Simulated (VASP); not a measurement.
**AlP: single point with PBE**

The system is AlP.

```
Al P
1.0
     0.00000    2.82768    2.82768
     2.82768    0.00000    2.82768
     2.82768    2.82768    0.00000
Al P
1 1
Direct
  0.00000 0.00000 0.00000
  0.25000 0.25000 0.25000
```

This cell differs from its parent crystal: volume changed by +10%.

```
Program                : VASP 6.6.1
Task                   : single point
Functional             : PBE
Potentials or basis    : VASP PAW PBE potentials, release 64 (Al, P)
Cutoff                 : 500 eV
k mesh                 : 6 × 6 × 6
Occupations            : gaussian, width 0.01 eV
Spin                   : no spin polarisation
Dipole correction      : no
Further INCAR settings : ALGO = Normal; EDIFF = 1e-06; NBANDS = 11
```

| Item | Value |
| --- | --- |
| Pressure | -5.6 GPa |
| Band gap on the k mesh | 1.77 eV, indirect (least direct gap 2.42 eV) |

Levels at points of the mesh, in eV from the valence-band top:
```csv
k point,band 2,band 3,band 4,band 5,band 6,band 7
"(0.00, 0.00, 0.00)",0.00,0.00,0.00,2.42,4.41,4.41
"(0.50, 0.00, 0.00)",-5.09,-0.70,-0.70,2.42,4.77,4.77
"(0.50, 0.50, 0.00)",-4.97,-1.89,-1.89,1.77,2.48,10.17
```

It used 12 s of CPU time on 1 thread of AMD EPYC 7R13 Processor (Zen 3), with other jobs on the host.

 A k mesh can miss the band edges.
